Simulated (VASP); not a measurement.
# ZnO (P6_3mc) in VASP: relaxation of cell and atoms with r2SCAN

Aim: the relaxation of cell and atoms of ZnO with r2SCAN.

Program: VASP 6.6.1. These are calculated values, not measurements. Logs are shortened: lines on timing, memory, paths and dates and some standing lists are left out, and cuts for length are marked.

### 1 The cell of the first run

It takes space group P6_3mc (No. 186, hexagonal). Conventional cell: a = 3.315 Å, b = 3.315 Å, c = 5.314 Å, α = 90.00°, β = 90.00°, γ = 120.00°. Zn (site symmetry 3m) has 4 O at 2.01 to 2.03 Å within 2.7 Å. Within 2.7 Å of O (site symmetry 3m) lie 4 Zn at 2.01 to 2.03 Å.

### 2 Relaxation of cell and atoms, r2SCAN

Contents of POSCAR:

```
ZnO
1.0
    3.3150000000      0.0000000000      0.0000000000
   -1.6575000000      2.8708742100      0.0000000000
    0.0000000000      0.0000000000      5.3142000000
Zn O
2 2
Direct
    0.3333333330      0.6666666670      0.0000000000
    0.6666666670      0.3333333330      0.5000000000
    0.3333333330      0.6666666670      0.3820000000
    0.6666666670      0.3333333330      0.8820000000
```

Contents of INCAR.step1:

```
SYSTEM = ZnO
ALGO = Normal
EDIFF = 1E-4
ENCUT = 600
GGA = PE
ISMEAR = -1
LASPH = .True.
LCHARG = .False.
LREAL = .False.
LWAVE = .True.
NELM = 80
PREC = Accurate
SIGMA = 0.1
```

Contents of INCAR.step2:

```
SYSTEM = ZnO
ALGO = Normal
EDIFF = 1E-6
EDIFFG = -0.01
ENCUT = 600
IBRION = 2
ISIF = 3
ISMEAR = -1
ISTART = 1
LASPH = .True.
LCHARG = .False.
LMIXTAU = .True.
LREAL = .False.
LWAVE = .False.
METAGGA = R2SCAN
NELM = 80
NSW = 40
PREC = Accurate
SIGMA = 0.1
```

Contents of KPOINTS:

```
k-points
0
Gamma
  4 4 3
  0 0 0
```

Potentials or basis: VASP PAW PBE potentials, release 64 (Zn, O).

Run with:

```console
> cat potpaw_PBE.64/Zn/POTCAR potpaw_PBE.64/O/POTCAR > POTCAR
> cp INCAR.step1 INCAR
> mpirun -np 1 vasp_std > vasp.out
> cp INCAR.step2 INCAR
> mpirun -np 1 vasp_std > vasp.out
```

OUTCAR:

```text
SYSTEM = ZnO
   EDIFF = 1E-6
   EDIFFG = -0.01
   ENCUT = 600
   IBRION = 2
   ISIF = 3
   ISMEAR = -1
   ISTART = 1
   LASPH = .True.
   LREAL = .False.
   METAGGA = R2SCAN
   NELM = 80
   NSW = 40
   PREC = Accurate

 ion  position               nearest neighbor table
   1  0.333  0.667  0.000-   4 2.01   4 2.01   4 2.01   3 2.03
   2  0.667  0.333  0.500-   3 2.01   3 2.01   3 2.01   4 2.03
   3  0.333  0.667  0.382-   2 2.01   2 2.01   2 2.01   1 2.03
   4  0.667  0.333  0.882-   1 2.01   1 2.01   1 2.01   2 2.03

  LATTYP: Found a hexagonal cell.
 ALAT       =     3.3150000000
 C/A-ratio  =     1.6030769231

  Lattice vectors:

 A1 = (   3.3150000000,   0.0000000000,   0.0000000000)
 A2 = (  -1.6575000000,   2.8708742100,   0.0000000000)
 A3 = (   0.0000000000,   0.0000000000,   5.3142000000)

Analysis of symmetry for initial positions (statically):
=====================================================================
 Subroutine PRICEL returns:
 Original cell was already a primitive cell.

 Routine SETGRP: Setting up the symmetry group for a
 hexagonal supercell.

 Subroutine GETGRP returns: Found 12 space group operations
 (whereof  6 operations were pure point group operations)
 out of a pool of 24 trial point group operations.

The static configuration has the point symmetry C_3v.
 The point group associated with its full space group is C_6v.

Analysis of symmetry for dynamics (positions and initial velocities):
=====================================================================
 Subroutine PRICEL returns:
 Original cell was already a primitive cell.

 Routine SETGRP: Setting up the symmetry group for a
 hexagonal supercell.

 Subroutine GETGRP returns: Found 12 space group operations
 (whereof  6 operations were pure point group operations)
 out of a pool of 24 trial point group operations.

The dynamic configuration has the point symmetry C_3v.
 The point group associated with its full space group is C_6v.

 Subroutine INISYM returns: Found 12 space group operations
 (whereof  6 operations are pure point group operations),
 and found     1 'primitive' translations

----------------------------------------------------------------------------------------

                                     Primitive cell

  volume of cell :      50.5750

  direct lattice vectors                    reciprocal lattice vectors
     3.315000000  0.000000000  0.000000000     0.301659125  0.174162977  0.000000000
    -1.657500000  2.870874210  0.000000000     0.000000000  0.348325955  0.000000000
     0.000000000  0.000000000  5.314200000     0.000000000  0.000000000  0.188175078

  length of vectors
     3.315000000  3.314999997  5.314200000     0.348325954  0.348325955  0.188175078

  position of ions in fractional coordinates (direct lattice)
     0.333333333  0.666666667  0.000000000
     0.666666667  0.333333333  0.500000000
     0.333333333  0.666666667  0.382000000
     0.666666667  0.333333333  0.882000000

  ion indices of the primitive-cell ions
   primitive index   ion index
                 1           1
                 2           2
                 3           3
                 4           4

----------------------------------------------------------------------------------------

 KPOINTS: k-points

Automatic generation of k-mesh.
 Grid dimensions read from file:
 generate k-points for:    4    4    3

 Generating k-lattice:

  Cartesian coordinates                     Fractional coordinates (reciprocal lattice)
     0.075414781  0.043540744  0.000000000     0.250000000  0.000000000  0.000000000
     0.000000000  0.087081489  0.000000000     0.000000000  0.250000000  0.000000000
     0.000000000  0.000000000  0.062725026     0.000000000  0.000000000  0.333333333

  Length of vectors
     0.087081489  0.087081489  0.062725026

  Shift w.r.t. Gamma in fractional coordinates (k-lattice)
     0.000000000  0.000000000  0.000000000

 Subroutine IBZKPT returns following result:
 ===========================================

 Found      8 irreducible k-points:

 Following reciprocal coordinates:
            Coordinates               Weight
  0.000000  0.000000  0.000000      1.000000
  0.250000 -0.000000  0.000000      6.000000
  0.500000 -0.000000  0.000000      3.000000
  0.250000  0.250000  0.000000      6.000000
  0.000000  0.000000  0.333333      2.000000
  0.250000 -0.000000  0.333333     12.000000
  0.500000 -0.000000  0.333333      6.000000
  0.250000  0.250000  0.333333     12.000000
   k-points           NKPTS =      8   k-points in BZ     NKDIM =      8   number of bands    NBANDS=     22
   number of dos      NEDOS =    301   number of ions     NIONS =      4
   total plane-waves  NPLWV =  32928
   dimension x,y,z NGX =    28 NGY =   28 NGZ =   42
   dimension x,y,z NGXF=    56 NGYF=   56 NGZF=   84
   ions per type =               2   2
   NGX,Y,Z   is equivalent  to a cutoff of  14.04, 14.04, 13.14 a.u.
   NGXF,Y,Z  is equivalent  to a cutoff of  28.08, 28.08, 26.28 a.u.
 SYSTEM =  ZnO
   PREC   = accura    normal or accurate (medium, high low for compatibility)
   ISTART =      1    job   : 0-new  1-cont  2-samecut
   ICHARG =      0    charge: 1-file 2-atom 10-const
   ISPIN  =      1    spin polarized calculation?
   LNONCOLLINEAR =      F non collinear calculations
   LSORBIT =      F    spin-orbit coupling
   LASPH  =      T    aspherical Exc in radial PAW
   ENCUT  =  600.0 eV  44.10 Ry    6.64 a.u.   6.62  6.62 10.61*2*pi/ulx,y,z
   NELM   =     80;   NELMIN=  2; NELMDL=  0     # of ELM steps
   EDIFF  = 0.1E-05   stopping-criterion for ELM
   LREAL  =      F    real-space projection
   EDIFFG = -.1E-01   stopping-criterion for IOM
   NSW    =     40    number of steps for IOM
   IBRION =      2    ionic relax: 0-MD 1-quasi-New 2-CG
   NFREE  =      1    steps in history (QN), initial steepest desc. (CG)
   ISIF   =      3    stress and relaxation
   ISYM   =      2    0-nonsym 1-usesym 2-fastsym
   POTIM  = 0.5000    time-step for ionic-motion
   TEBEG  =    0.0;   TEEND  =   0.0 temperature during run
   PSTRESS=    0.0 pullay stress
   NELECT =      36.0000    total number of electrons
   NUPDOWN=      -1.0000    fix difference up-down
   EMIN   =  10.00;   EMAX   =-10.00  energy-range for DOS
   EFERMI =   0.00;   METHOD = LEGACY
   ISMEAR =    -1;   SIGMA  =   0.10  broadening in eV -4-tet -1-fermi 0-gaus
   EFERMI_NEDOS =   21; number of points for ismear=-14 and -15
   IALGO  =     38    algorithm
   IMIX   =      4    mixing-type and parameters
     AMIX     =   0.40;   BMIX     =  1.00
     AMIX_MAG =   1.60;   BMIX_MAG =  1.00
  volume/ion in A,a.u.               =      12.64        85.32
  Fermi-wavevector in a.u.,A,eV,Ry     =   1.461719  2.762248 29.070501  2.136622
  Thomas-Fermi vector in A             =   2.578017
   LORBIT       =      0    0 simple, 1 ext, 2 COOP (PROOUT), +10 PAW based schemes
   METAGGA = R2SCAN    functional components
   LHFCALC =     F    Hartree Fock is set to
   AEXX    =    0.0000 exact exchange contribution
   IVDW    =     0    specifies the selected vdW correction
   LEPSILON=     F    determine dielectric tensor
   LRPA    =     F    only Hartree local field effects (RPA)
 conjugate gradient relaxation of ions
 non-spin polarized calculation
  energy-cutoff  :      600.00
  volume of cell :       50.57
 maximum number of plane-waves:      1725
 NGX is ok and might be reduce to    28
   NGX = 13   NGY = 13   NGZ = 21

--------------------------------------- Ionic step        1  -------------------------------------------

 number of electron      36.0000014 magnetization

 Free energy of the ion-electron system (eV)
  ---------------------------------------------------
  ext. energy  EPLUGINS =         0.00000000
  ---------------------------------------------------
  free energy    TOTEN  =       -36.22429255 eV

  energy without entropy =      -36.22390855  energy(sigma->0) =      -36.22410055

------------------------ aborting loop because EDIFF is reached ----------------------------------------

  FORCE on cell =-STRESS in cart. coord.  units (eV):
  Direction    XX          YY          ZZ          XY          YZ          ZX
  --------------------------------------------------------------------------------------
  -------------------------------------------------------------------------------------
  Total       -2.5905107     -2.5905107     -2.6071273      0.0000000     -0.0000000      0.0000000
  in kB      -82.0654536    -82.0654534    -82.5918563      0.0000000     -0.0000000      0.0000000
  external PRESSURE =     -82.2409211 kB  Pullay stress =       0.0000000 kB

 VOLUME and BASIS-vectors are now :
 -----------------------------------------------------------------------------
  energy-cutoff  :      600.00
  volume of cell :       50.57
      direct lattice vectors                 reciprocal lattice vectors
     3.315000000  0.000000000  0.000000000     0.301659125  0.174162977  0.000000000
    -1.657500000  2.870874210  0.000000000     0.000000000  0.348325955  0.000000000
     0.000000000  0.000000000  5.314200000     0.000000000  0.000000000  0.188175078
[... 267 lines left out ...]
 POSITION                                       TOTAL-FORCE (eV/Angst)
 -----------------------------------------------------------------------------------
     -0.00000      1.87190      0.00635         0.000000     -0.000000     -0.003194
      1.62112      0.93595      2.61327         0.000000     -0.000000     -0.003194
     -0.00000      1.87190      1.98534        -0.000000      0.000000      0.003194
      1.62112      0.93595      4.59226        -0.000000     -0.000000      0.003194
 -----------------------------------------------------------------------------------
    total drift:                               -0.000002      0.000001      0.054144

  FREE ENERGIE OF THE ION-ELECTRON SYSTEM (eV)
  ---------------------------------------------------
  free  energy   TOTEN  =       -36.3123298049 eV

  energy  without entropy=      -36.3120890098  energy(sigma->0) =      -36.31220941

--------------------------------------- Ionic step        9  -------------------------------------------

 number of electron      36.0000004 magnetization

 Free energy of the ion-electron system (eV)
  ---------------------------------------------------
  ext. energy  EPLUGINS =         0.00000000
  ---------------------------------------------------
  free energy    TOTEN  =       -36.31234736 eV

  energy without entropy =      -36.31210130  energy(sigma->0) =      -36.31222433

 E-fermi :   1.5502     XC(G=0): -11.6755

 val. band max:        0.8834237046   @ k =   0.0000   0.0000   0.0000
 cond. band min:       2.1030063041   @ k =   0.0000   0.0000   0.0000
 fundamental gap:      1.2195825995
 Fermi energy:         1.5502034780

 k-point     1 :       0.0000    0.0000    0.0000
  band No.  band energies     occupation
      1     -18.2211      2.00000
      2     -17.5341      2.00000
      3      -4.9507      2.00000
      4      -4.9506      2.00000
      5      -4.9154      2.00000
      6      -4.8497      2.00000
[... 14 lines left out ...]
     21       9.6753      0.00000
     22      14.6087      0.00000
[... 195 lines left out ...]
 POSITION                                       TOTAL-FORCE (eV/Angst)
 -----------------------------------------------------------------------------------
     -0.00000      1.86921      0.00950        -0.000000      0.000000     -0.002595
      1.61878      0.93460      2.62382         0.000000     -0.000000     -0.002595
     -0.00000      1.86921      1.98784        -0.000000      0.000000      0.002595
      1.61878      0.93460      4.60216        -0.000000     -0.000000      0.002595
 -----------------------------------------------------------------------------------
    total drift:                               -0.000002      0.000001      0.064384

  FREE ENERGIE OF THE ION-ELECTRON SYSTEM (eV)
  ---------------------------------------------------
  free  energy   TOTEN  =       -36.3123473634 eV

  energy  without entropy=      -36.3121013037  energy(sigma->0) =      -36.31222433

 reached required accuracy - stopping structural energy minimisation
```

Wall time 8.4 min (1 thread of Intel Xeon Platinum 8259CL at 2.50GHz (Skylake/Cascade Lake), shared host); peak memory 0.19 GiB.

Results:

```yaml
Free_energy: -36.3123 eV
Relaxed_volume: 11.87 Å³/atom
Relaxed_cell: a = 3.238 Å, b = 3.238 Å, c = 5.229 Å, α = 90.00°, β = 90.00°, γ = 120.00°
Space_group_after_relaxing_to_0.05_Å: P6_3mc (No. 186)
Energy_gained_by_relaxing: 22.0 meV/atom
Ionic_steps: 9
Pressure_after_relaxing: 0.0 GPa
Band_gap_on_the_k_mesh: 1.22 eV, direct
```

Forces on the atoms (eV/Å):
```
Zn   0.000  0.000 -0.003
Zn   0.000  0.000 -0.003
O    0.000  0.000  0.003
O    0.000  0.000  0.003
```

Stress tensor (GPa, compression positive):
```
 0.06  0.00  0.00
 0.00  0.06  0.00
 0.00  0.00 -0.09
```

The path:
| step | energy change (eV) | largest force (eV/Å) | pressure (GPa) | volume (Å³) |
| --- | --- | --- | --- | --- |
| 1 | 0.0000 | 0.0539 | -8.22 | 50.57 |
| 2 | -0.0661 | 0.0031 | 5.05 | 45.97 |
| 3 | -0.0877 | 0.0239 | 0.16 | 47.40 |
| 4 | -0.0877 | 0.0248 | -0.02 | 47.46 |
| 5 | -0.0878 | 0.0125 | 0.00 | 47.46 |
| 6 | -0.0879 | 0.0036 | -0.01 | 47.47 |
| 7 | -0.0879 | 0.0040 | 0.00 | 47.47 |
| 8 | -0.0880 | 0.0032 | 0.00 | 47.47 |
| 9 | -0.0881 | 0.0026 | 0.01 | 47.46 |

Final structure:
```yaml
crystal:
  lattice:
    - [3.23756, 0.00000, 0.00000]
    - [-1.61878, 2.80381, 0.00000]
    - [0.00000, 0.00000, 5.22864]
  atoms:
    - { symbol: Zn, position: [0.33333, 0.66667, 0.00182] }
    - { symbol: Zn, position: [0.66667, 0.33333, 0.50182] }
    - { symbol: O, position: [0.33333, 0.66667, 0.38018] }
    - { symbol: O, position: [0.66667, 0.33333, 0.88018] }
```

Levels at points of the mesh, in eV from the valence-band top:
```csv
k point,band 15,band 16,band 17,band 18,band 19,band 20,band 21,band 22
"(0.00, 0.00, 0.00)",-0.82,-0.09,0.00,0.00,1.22,5.86,8.79,13.73
"(0.50, 0.00, 0.00)",-2.86,-2.32,-1.31,-0.85,6.41,7.35,8.05,9.30
```

Caveat: the k points lie up to 0.56 Å⁻¹ apart in the final cell; the PAW data sets were made with another functional, which shifts forces and pressure a little. r2SCAN opens gaps a little over a GGA but as a rule still falls short of measured ones.
